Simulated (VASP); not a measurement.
Set up this calculation in VASP 6.6.1, as the native input.

| Quantity | Value |
| --- | --- |
| Task | single point |
| Functional | revPBE |
| Potentials or basis | VASP PAW PBE potentials, release 64 (Ru_pv) |
| Cutoff | 520 eV |
| k mesh | 13 × 13 × 8 |
| Occupations | fermi-dirac, width 0.05 eV |
| Spin | collinear spin, ferromagnetic start |
| Starting moments | [1.0, 1.0] μB |
| Dipole correction | no |
| Further INCAR settings | ALGO = Normal; EDIFF = 1e-06; NBANDS = 25 |

The structure of Ru lies in POSCAR:

```
Ru
1.0
    2.7332157270      0.0000000000      0.0000000000
   -1.3666078635      2.3670342536      0.0000000000
    0.0000000000      0.0000000000      4.2999140076
Ru
2
Direct
    0.3333333333      0.6666666667      0.2500000000
    0.6666666667      0.3333333333      0.7500000000
```

One way to write it, as run:

INCAR

```
PREC     = Accurate       # precision mode
ENCUT    = 520            # plane-wave cutoff, eV
EDIFF    = 1E-6           # SCF threshold, eV
ISMEAR   = -1             # smearing method
SIGMA    = 0.05           # smearing width, eV
LREAL    = False          # projectors in reciprocal space
LASPH    = True           # aspherical terms in the spheres
NELM     = 150            # most SCF steps
ALGO     = Normal         # electronic algorithm
ISIF     = 2              # what is computed and relaxed
LWAVE    = False          # write WAVECAR
LCHARG   = False          # write CHGCAR
ISPIN    = 2              # spin polarisation
MAGMOM   = 1 1            # initial moments
LORBIT   = 11             # projections on sites
LMAXMIX  = 4              # l up to which the mixer works
GGA      = RE             # functional
NBANDS   = 25             # bands
```

KPOINTS

```
Automatic mesh
0
Gamma
  13 13 8
```

Potentials or basis: VASP PAW PBE potentials, release 64 (Ru_pv).

Launch:

```console
$ cat potpaw_PBE.64/Ru_pv/POTCAR > POTCAR
$ mpirun -np 1 vasp_std > vasp.out
```

Results of the run:

| Property | Result |
| --- | --- |
| Pressure | -0.1 GPa |
| Band gap on the k mesh | zero (filled and empty bands overlap) |
| Net moment | 0.00 μB per cell |
| Valence electrons inside the program's atomic spheres | Ru 12.62 |

Caveat: the PAW data sets were made with another functional, which shifts forces and pressure a little.

It took 2.5 min on 1 thread of Intel Xeon 8259CL, with other jobs on the host, peak memory 0.22 GiB.
